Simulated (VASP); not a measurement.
# Mg3CdSe4 (P-4m2) in VASP: further runs

Mg3CdSe4 is run at these levels: PBE; tasks: single point, relaxation of cell and atoms.

Program: VASP 6.6.1. These are calculated values, not measurements. Logs are shortened: lines on timing, memory, paths and dates and some standing lists are left out, and cuts for length are marked.

**1. The cell of the first run**

It takes space group P-4m2 (No. 115, tetragonal). Conventional cell: a = 4.318 Å, b = 4.318 Å, c = 11.858 Å, α = 90.00°, β = 90.00°, γ = 90.00°. Within 3.4 Å of Mg (site symmetry 2mm) lie 4 Se at 2.60 Å. Within 3.4 Å of Mg (site symmetry -4m2) lie 4 Se at 2.60 Å. Within 3.5 Å of Cd (site symmetry -4m2) lie 4 Se at 2.67 Å. Within 3.4 Å of Se (site symmetry 2mm) lie 4 Mg at 2.60 Å. Within 3.4 Å of Se (site symmetry 2mm) lie 2 Mg at 2.60 Å and 2 Cd at 2.67 Å.

The cell was built from a structure type or drawn by symmetry, and may not be a known phase.

**2. Single point, PBE**

File INCAR:

```
ALGO = Normal
EDIFF = 1E-6
ENCUT = 520
GGA = PE
ISIF = 2
ISMEAR = 0
LASPH = True
LCHARG = True
LELF = True
LREAL = False
LVHAR = True
LWAVE = False
NBANDS = 31
NELM = 60
PREC = Accurate
SIGMA = 0.15
```

File KPOINTS:

```
k-points
0
Gamma
  3 3 1
```

File POSCAR:

```
Mg3CdSe4
1.0
    4.3181550812      0.0000000000      0.0000000000
    0.0000000000      4.3181550812      0.0000000000
    0.0000000000      0.0000000000     11.8575890946
Mg Cd Se
3 1 4
Direct
    0.0000000000      0.0000000000      0.7448540549
    0.5000000000      0.5000000000      0.5000000000
    0.0000000000      0.0000000000      0.2551459451
    0.5000000000      0.5000000000      0.0000000000
    0.0000000000      0.5000000000      0.3779082944
    0.5000000000      0.0000000000      0.1329823590
    0.0000000000      0.5000000000      0.8670176410
    0.5000000000      0.0000000000      0.6220917056
```

Potentials or basis: VASP PAW PBE potentials, release 64 (Mg, Cd, Se).

On the command line:

```bash
cat potpaw_PBE.64/Mg/POTCAR potpaw_PBE.64/Cd/POTCAR potpaw_PBE.64/Se/POTCAR > POTCAR
mpirun -np 1 vasp_std > vasp.out
```

OUTCAR:

```text
EDIFF = 1E-6
   ENCUT = 520
   GGA = PE
   ISIF = 2
   ISMEAR = 0
   LASPH = True
   LREAL = False
   NELM = 60
   PREC = Accurate

 ion  position               nearest neighbor table
   1  0.000  0.000  0.745-   7 2.60   7 2.60   8 2.60   8 2.60
   2  0.500  0.500  0.500-   5 2.60   8 2.60   8 2.60   5 2.60
   3  0.000  0.000  0.255-   6 2.60   6 2.60   5 2.60   5 2.60
   4  0.500  0.500  0.000-   6 2.67   7 2.67   6 2.67   7 2.67
   5  0.000  0.500  0.378-   2 2.60   2 2.60   3 2.60   3 2.60
   6  0.500  0.000  0.133-   3 2.60   3 2.60   4 2.67   4 2.67
   7  0.000  0.500  0.867-   1 2.60   1 2.60   4 2.67   4 2.67
   8  0.500  0.000  0.622-   2 2.60   2 2.60   1 2.60   1 2.60

  LATTYP: Found a simple tetragonal cell.
 ALAT       =     4.3181550812
 C/A-ratio  =     2.7459850032

  Lattice vectors:

 A1 = (   4.3181550812,   0.0000000000,   0.0000000000)
 A2 = (   0.0000000000,   4.3181550812,   0.0000000000)
 A3 = (   0.0000000000,   0.0000000000,  11.8575890946)

Analysis of symmetry for initial positions (statically):
=====================================================================
 Subroutine PRICEL returns:
 Original cell was already a primitive cell.

 Routine SETGRP: Setting up the symmetry group for a
 simple tetragonal supercell.

 Subroutine GETGRP returns: Found  8 space group operations
 (whereof  8 operations were pure point group operations)
 out of a pool of 16 trial point group operations.

The static configuration has the point symmetry D_2d.

Analysis of symmetry for dynamics (positions and initial velocities):
=====================================================================
 Subroutine PRICEL returns:
 Original cell was already a primitive cell.

 Routine SETGRP: Setting up the symmetry group for a
 simple tetragonal supercell.

 Subroutine GETGRP returns: Found  8 space group operations
 (whereof  8 operations were pure point group operations)
 out of a pool of 16 trial point group operations.

The dynamic configuration has the point symmetry D_2d.

 Subroutine INISYM returns: Found  8 space group operations
 (whereof  8 operations are pure point group operations),
 and found     1 'primitive' translations

----------------------------------------------------------------------------------------

                                     Primitive cell

  volume of cell :     221.1021

  direct lattice vectors                    reciprocal lattice vectors
     4.318155081  0.000000000  0.000000000     0.231580381  0.000000000  0.000000000
     0.000000000  4.318155081  0.000000000     0.000000000  0.231580381  0.000000000
     0.000000000  0.000000000 11.857589095     0.000000000  0.000000000  0.084334176

  length of vectors
     4.318155081  4.318155081 11.857589095     0.231580381  0.231580381  0.084334176

  position of ions in fractional coordinates (direct lattice)
     0.000000000  0.000000000  0.744854055
     0.500000000  0.500000000  0.500000000
     0.000000000  0.000000000  0.255145945
     0.500000000  0.500000000  0.000000000
     0.000000000  0.500000000  0.377908294
     0.500000000  0.000000000  0.132982359
     0.000000000  0.500000000  0.867017641
     0.500000000  0.000000000  0.622091706

  ion indices of the primitive-cell ions
   primitive index   ion index
                 1           1
                 2           2
                 3           3
                 4           4
                 5           5
                 6           6
                 7           7
                 8           8

----------------------------------------------------------------------------------------

 KPOINTS: k-points

Automatic generation of k-mesh.
 Grid dimensions read from file:
 generate k-points for:    3    3    1

 Generating k-lattice:

  Cartesian coordinates                     Fractional coordinates (reciprocal lattice)
     0.077193460  0.000000000  0.000000000     0.333333333  0.000000000  0.000000000
     0.000000000  0.077193460  0.000000000     0.000000000  0.333333333  0.000000000
     0.000000000  0.000000000  0.084334176     0.000000000  0.000000000  1.000000000

  Length of vectors
     0.077193460  0.077193460  0.084334176

  Shift w.r.t. Gamma in fractional coordinates (k-lattice)
     0.000000000  0.000000000  0.000000000

 Subroutine IBZKPT returns following result:
 ===========================================

 Found      3 irreducible k-points:

 Following reciprocal coordinates:
            Coordinates               Weight
  0.000000  0.000000  0.000000      1.000000
  0.333333  0.000000  0.000000      4.000000
  0.333333  0.333333  0.000000      4.000000
   k-points           NKPTS =      3   k-points in BZ     NKDIM =      3   number of bands    NBANDS=     31
   number of dos      NEDOS =    301   number of ions     NIONS =      8
   total plane-waves  NPLWV =  92160
   dimension x,y,z NGX =    32 NGY =   32 NGZ =   90
   dimension x,y,z NGXF=    64 NGYF=   64 NGZF=  180
   ions per type =               3   1   4
   NGX,Y,Z   is equivalent  to a cutoff of  12.32, 12.32, 12.62 a.u.
   NGXF,Y,Z  is equivalent  to a cutoff of  24.64, 24.64, 25.24 a.u.
 SYSTEM =  unknown system
   PREC   = accura    normal or accurate (medium, high low for compatibility)
   ISTART =      0    job   : 0-new  1-cont  2-samecut
   ICHARG =      2    charge: 1-file 2-atom 10-const
   ISPIN  =      1    spin polarized calculation?
   LNONCOLLINEAR =      F non collinear calculations
   LSORBIT =      F    spin-orbit coupling
   LASPH  =      T    aspherical Exc in radial PAW
   ENCUT  =  520.0 eV  38.22 Ry    6.18 a.u.   8.03  8.03 22.05*2*pi/ulx,y,z
   NELM   =     60;   NELMIN=  2; NELMDL= -5     # of ELM steps
   EDIFF  = 0.1E-05   stopping-criterion for ELM
   LREAL  =      F    real-space projection
   EDIFFG = 0.1E-04   stopping-criterion for IOM
   NSW    =      0    number of steps for IOM
   IBRION =     -1    ionic relax: 0-MD 1-quasi-New 2-CG
   NFREE  =      0    steps in history (QN), initial steepest desc. (CG)
   ISIF   =      2    stress and relaxation
   ISYM   =      2    0-nonsym 1-usesym 2-fastsym
   POTIM  = 0.5000    time-step for ionic-motion
   TEBEG  =    0.0;   TEEND  =   0.0 temperature during run
   PSTRESS=    0.0 pullay stress
   NELECT =      42.0000    total number of electrons
   NUPDOWN=      -1.0000    fix difference up-down
   EMIN   =  10.00;   EMAX   =-10.00  energy-range for DOS
   EFERMI =   0.00;   METHOD = LEGACY
   ISMEAR =     0;   SIGMA  =   0.15  broadening in eV -4-tet -1-fermi 0-gaus
   EFERMI_NEDOS =   21; number of points for ismear=-14 and -15
   IALGO  =     38    algorithm
   IMIX   =      4    mixing-type and parameters
     AMIX     =   0.40;   BMIX     =  1.00
     AMIX_MAG =   1.60;   BMIX_MAG =  1.00
  volume/ion in A,a.u.               =      27.64       186.51
  Fermi-wavevector in a.u.,A,eV,Ry     =   0.941081  1.778385 12.049773  0.885633
  Thomas-Fermi vector in A             =   2.068556
   LORBIT       =      0    0 simple, 1 ext, 2 COOP (PROOUT), +10 PAW based schemes
   GGA     = PE    functional components
   LHFCALC =     F    Hartree Fock is set to
   AEXX    =    0.0000 exact exchange contribution
   IVDW    =     0    specifies the selected vdW correction
   LEPSILON=     F    determine dielectric tensor
   LRPA    =     F    only Hartree local field effects (RPA)
 non-spin polarized calculation
 Gauss-broadening in eV      SIGMA  =   0.15
  energy-cutoff  :      520.00
  volume of cell :      221.10
 maximum number of plane-waves:      5974
   NGX = 17   NGY = 17   NGZ = 45

 number of electron      41.9999994 magnetization

 Free energy of the ion-electron system (eV)
  ---------------------------------------------------
  ext. energy  EPLUGINS =         0.00000000
  ---------------------------------------------------
  free energy    TOTEN  =       -27.87033018 eV

  energy without entropy =      -27.87033018  energy(sigma->0) =      -27.87033018

 E-fermi :   1.3080     XC(G=0):  -8.2302

 val. band max:        0.6047885800   @ k =   0.0000   0.0000   0.0000
 cond. band min:       2.4686869925   @ k =   0.0000   0.0000   0.0000
 fundamental gap:      1.8638984125
 Fermi energy:         1.3079742801

 k-point     1 :       0.0000    0.0000    0.0000
  band No.  band energies     occupation
      1     -11.1784      2.00000
      2     -10.9157      2.00000
      3     -10.8334      2.00000
      4     -10.4952      2.00000
      5      -6.6800      2.00000
      6      -6.6800      2.00000
[... 23 lines left out ...]
     30       7.2677      0.00000
     31       7.3141      0.00000

 k-point     2 :       0.3333    0.0000    0.0000
  band No.  band energies     occupation
      1     -10.9344      2.00000
      2     -10.8018      2.00000
      3     -10.7115      2.00000
      4     -10.5341      2.00000
      5      -6.6701      2.00000
      6      -6.6182      2.00000
[... 23 lines left out ...]
     30       7.3687      0.00000
     31       7.5742      0.00000

 k-point     3 :       0.3333    0.3333    0.0000
  band No.  band energies     occupation
      1     -10.7688      2.00000
      2     -10.7064      2.00000
      3     -10.5839      2.00000
      4     -10.4865      2.00000
      5      -6.6072      2.00000
      6      -6.5332      2.00000
[... 23 lines left out ...]
     30       7.6480      0.00000
     31       7.7893      0.00000

------------------------ aborting loop because EDIFF is reached ----------------------------------------

  FORCE on cell =-STRESS in cart. coord.  units (eV):
  Direction    XX          YY          ZZ          XY          YZ          ZX
  --------------------------------------------------------------------------------------
  -------------------------------------------------------------------------------------
  Total        0.2098514      0.2098514     -0.0451286      0.0000000     -0.0000000      0.0000000
  in kB        1.5206511      1.5206511     -0.3270164      0.0000000     -0.0000000      0.0000000
  external PRESSURE =       0.9047619 kB  Pullay stress =       0.0000000 kB

 VOLUME and BASIS-vectors are now :
 -----------------------------------------------------------------------------
  energy-cutoff  :      520.00
  volume of cell :      221.10
      direct lattice vectors                 reciprocal lattice vectors
     4.318155081  0.000000000  0.000000000     0.231580381  0.000000000  0.000000000
     0.000000000  4.318155081  0.000000000     0.000000000  0.231580381  0.000000000
     0.000000000  0.000000000 11.857589095     0.000000000  0.000000000  0.084334176

 POSITION                                       TOTAL-FORCE (eV/Angst)
 -----------------------------------------------------------------------------------
      0.00000      0.00000      8.83217        -0.000000     -0.000000      0.027929
      2.15908      2.15908      5.92879        -0.000000     -0.000000      0.000000
      0.00000      0.00000      3.02542        -0.000000     -0.000000     -0.027929
      2.15908      2.15908      0.00000        -0.000000      0.000000      0.000000
      0.00000      2.15908      4.48108        -0.000000     -0.000000     -0.031533
      2.15908      0.00000      1.57685         0.000000     -0.000000      0.115846
      0.00000      2.15908     10.28074        -0.000000     -0.000000     -0.115846
      2.15908      0.00000      7.37651        -0.000000     -0.000000      0.031533
 -----------------------------------------------------------------------------------
    total drift:                                0.000000     -0.000000     -0.000000

  FREE ENERGIE OF THE ION-ELECTRON SYSTEM (eV)
  ---------------------------------------------------
  free  energy   TOTEN  =       -27.8703301794 eV

  energy  without entropy=      -27.8703301794  energy(sigma->0) =      -27.87033018
```

Run time: 49 s. Hardware: 1 thread of Intel Xeon 8259CL, shared host; peak memory 0.3 GiB.

Results:

| Property | Result |
| --- | --- |
| Free energy | -27.8703 eV |
| Pressure | 0.1 GPa |
| Largest force | 0.116 eV/Å |
| Band gap on the k mesh | 1.86 eV |

Forces in eV/Å, atoms in the order of the input:
```
Mg   0.000  0.000  0.028
Mg   0.000  0.000  0.000
Mg   0.000  0.000 -0.028
Cd   0.000  0.000  0.000
Se   0.000  0.000 -0.032
Se   0.000  0.000  0.116
Se   0.000  0.000 -0.116
Se   0.000  0.000  0.032
```

Stress tensor (GPa, compression positive):
```
 0.15  0.00  0.00
 0.00  0.15  0.00
 0.00  0.00 -0.03
```

Caveat: the k points lie up to 0.53 Å⁻¹ apart.

**3. Relaxation of cell and atoms, PBE**

This run uses another cell than the first one, of 31.06 Å³/atom.

File INCAR:

```
SYSTEM = Mg3CdSe4
ALGO     = Normal         ! electronic algorithm
EDIFF    = 1E-6           ! SCF threshold, eV
EDIFFG   = -0.08          ! ionic threshold
ENCUT    = 600            ! plane-wave cutoff, eV
GGA      = PE             ! functional
IBRION   = 2              ! ionic algorithm
ISIF     = 3              ! what is computed and relaxed
ISMEAR   = 0              ! smearing method
LASPH    = .TRUE.         ! aspherical terms in the spheres
LCHARG   = .FALSE.        ! write CHGCAR
LREAL    = .FALSE.        ! projectors in reciprocal space
LWAVE    = .FALSE.        ! write WAVECAR
NELM     = 100            ! most SCF steps
NSW      = 36             ! ionic steps
PREC     = Accurate       ! precision mode
SIGMA    = 0.15           ! smearing width, eV
```

File KPOINTS:

```
k-points
0
G
  3 3 1
  0 0 0
```

File POSCAR:

```
Mg3CdSe4
1.0
    4.4586869800      0.0000000000      0.0000000000
    0.0000000000      4.4586869800      0.0000000000
    0.0000000000      0.0000000000     12.4981707900
Mg Cd Se
3 1 4
Direct
    0.0000000000      0.0000000000      0.7539791500
    0.5000000000      0.5000000000      0.5000000000
    0.0000000000      0.0000000000      0.2460208500
    0.5000000000      0.5000000000      0.0000000000
    0.0000000000      0.5000000000      0.3727185400
    0.5000000000      0.0000000000      0.1198713800
    0.0000000000      0.5000000000      0.8801286200
    0.5000000000      0.0000000000      0.6272814600
```

Potentials or basis: VASP PAW PBE potentials, release 64 (Mg, Cd, Se).

On the command line:

```bash
cat potpaw_PBE.64/Mg/POTCAR potpaw_PBE.64/Cd/POTCAR potpaw_PBE.64/Se/POTCAR > POTCAR
mpirun -np 1 vasp_std > vasp.out
```

Run time: 7.3 min. Hardware: 1 thread of Intel Xeon 8259CL, shared host; peak memory 0.38 GiB.

Results (log left out):

```yaml
Free_energy: -27.8758 eV
Relaxed_volume: 27.63 Å³/atom
Relaxed_cell: a = 4.338 Å, b = 4.338 Å, c = 11.747 Å, α = 90.00°, β = 90.00°, γ = 90.00°
Space_group_after_relaxing_to_0.1_Å: P-4m2 (No. 115)
Energy_gained_by_relaxing: 62.4 meV/atom
Ionic_steps: 11
Pressure_after_relaxing: 0.0 GPa
Largest_force_after_relaxing: 0.011 eV/Å
Band_gap_on_the_k_mesh: 1.87 eV
```

Forces on the atoms (eV/Å):
```
Mg   0.000  0.000 -0.006
Mg   0.000  0.000  0.000
Mg   0.000  0.000  0.006
Cd   0.000  0.000  0.000
Se   0.000  0.000  0.011
Se   0.000  0.000  0.011
Se   0.000  0.000 -0.011
Se   0.000  0.000 -0.011
```

The path:
```csv
step,energy change (eV),largest force (eV/Å),pressure (GPa),volume (Å³)
1,0.0000,0.7146,-3.79,248.46
2,-0.3799,0.7182,0.02,223.00
3,-0.3815,0.7172,0.34,221.39
4,-0.4292,0.4278,0.24,221.32
5,-0.4622,0.3851,0.12,221.14
6,-0.4629,0.3663,0.12,221.16
7,-0.4796,0.2085,-0.10,222.10
8,-0.4878,0.1977,-0.40,223.39
9,-0.4955,0.1284,0.23,220.18
10,-0.4955,0.1327,0.19,220.39
11,-0.4989,0.0115,0.04,221.02
```

Final structure:
```
Mg Cd Se
1.0
     4.33773    0.00000    0.00000
     0.00000    4.33773    0.00000
     0.00000    0.00000   11.74661
Mg Cd Se
3 1 4
Cartesian
  0.0000 0.0000 8.7501
  2.1689 2.1689 5.8733
  0.0000 4.3377 2.9965
  2.1689 2.1689 0.0000
  0.0000 2.1689 4.4329
  2.1689 4.3377 1.5769
  0.0000 2.1689 10.1697
  2.1689 0.0000 7.3137
```

Levels at points of the mesh, in eV from the valence-band top:
```tsv
k point	band 19	band 20	band 21	band 22	band 23	band 24
(0.00, 0.00, 0.00)	0.00	0.00	0.00	1.87	3.36	4.19
```

Caveat: the k points lie up to 0.53 Å⁻¹ apart in the final cell.
